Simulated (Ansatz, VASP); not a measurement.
**One calculation of HfO2, two programs**

The input INCAR:

```
PREC = Accurate
ENCUT = 600
EDIFF = 1E-6
ISMEAR = 0
SIGMA = 0.01
LREAL = F
LASPH = T
NELM = 100
ALGO = Normal
ISIF = 3
LWAVE = F
LCHARG = F
GGA = PS
IBRION = 2
NSW = 100
EDIFFG = -0.004
```

File KPOINTS:

```
regular mesh
0
Gamma
  4 4 4
```

The input POSCAR:

```
HfO2
1.0
    5.0897536228      0.0354122775      0.0354122775
    0.0354122775      5.0897536228      0.0354122775
    0.0354122775      0.0354122775      5.0897536228
Hf O
4 8
Direct
    0.9908950274      0.9908950274      0.9908950274
    0.0325686676      0.4937443704      0.5351849673
    0.5351849673      0.0325686676      0.4937443704
    0.4937443704      0.5351849673      0.0325686676
    0.1640210553      0.1640210553      0.1640210553
    0.2528469745      0.3027753007      0.6672091775
    0.3027753007      0.6672091775      0.2528469745
    0.2335640196      0.7736389996      0.8043377294
    0.6672091775      0.2528469745      0.3027753007
    0.8043377294      0.2335640196      0.7736389996
    0.7736389996      0.8043377294      0.2335640196
    0.7332240999      0.7332240999      0.7332240999
```

Input for Ansatz:

```yaml
crystal:
  lattice:
    - [5.0897536228, 0.0354122775, 0.0354122775]
    - [0.0354122775, 5.0897536228, 0.0354122775]
    - [0.0354122775, 0.0354122775, 5.0897536228]
  atoms:
    - { symbol: Hf, position: [0.9908950274, 0.9908950274, 0.9908950274] }
    - { symbol: Hf, position: [0.0325686676, 0.4937443704, 0.5351849673] }
    - { symbol: Hf, position: [0.5351849673, 0.0325686676, 0.4937443704] }
    - { symbol: Hf, position: [0.4937443704, 0.5351849673, 0.0325686676] }
    - { symbol: O, position: [0.1640210553, 0.1640210553, 0.1640210553] }
    - { symbol: O, position: [0.2528469745, 0.3027753007, 0.6672091775] }
    - { symbol: O, position: [0.3027753007, 0.6672091775, 0.2528469745] }
    - { symbol: O, position: [0.2335640196, 0.7736389996, 0.8043377294] }
    - { symbol: O, position: [0.6672091775, 0.2528469745, 0.3027753007] }
    - { symbol: O, position: [0.8043377294, 0.2335640196, 0.7736389996] }
    - { symbol: O, position: [0.7736389996, 0.8043377294, 0.2335640196] }
    - { symbol: O, position: [0.7332240999, 0.7332240999, 0.7332240999] }
scf:
  occupations: { method: fixed }
output:
  forces: true
  stress: true
  eigenvalues: true
  polarization: {}
  write_density: true
  write_potential: true
  elf: true
  volumetric_format: npy
hamiltonian:
  xc: pbesol
basis:
  ecutwfc: 560
kpoints:
  mp_grid: { grid: [4, 4, 4] }
relax:
  f_tol: 0.004
  max_steps: 120
  cell: { stress_tol: 0.05 }
```

Alike in both runs: task relaxation of cell and atoms; functional PBEsol; k mesh 4 × 4 × 4; no spin polarisation.

|  | VASP | Ansatz |
| --- | --- | --- |
| version | VASP 6.6.1 | Ansatz 0.2.0 |
| potentials or method | VASP PAW PBE potentials, release 64 (Hf_pv, O), cutoff 600 eV | scalar-relativistic, plane waves, PAW |
| occupations | gaussian, width 0.01 eV | fixed |
| valence electrons in the cell | 88 | 152 |

|  | VASP | Ansatz | Ansatz less VASP |
| --- | --- | --- | --- |
| gap on the k mesh at the Fermi level, each at its own relaxed structure (eV) | 4.36 | 4.32 | -0.032 |
| relaxed volume (Å³/atom) | 10.68 | 10.85 | +0.169 |
| relaxed length of the cell vector where the two differ most in proportion (Å) | 5.041 | 5.068 | +0.0264 |

VASP's potentials were made for PBE, not for PBEsol. VASP's potentials hold 88 valence electrons a cell and Ansatz's 152, so a difference there can come from the potentials and not from the codes.

Neither program's run includes spin-orbit coupling.
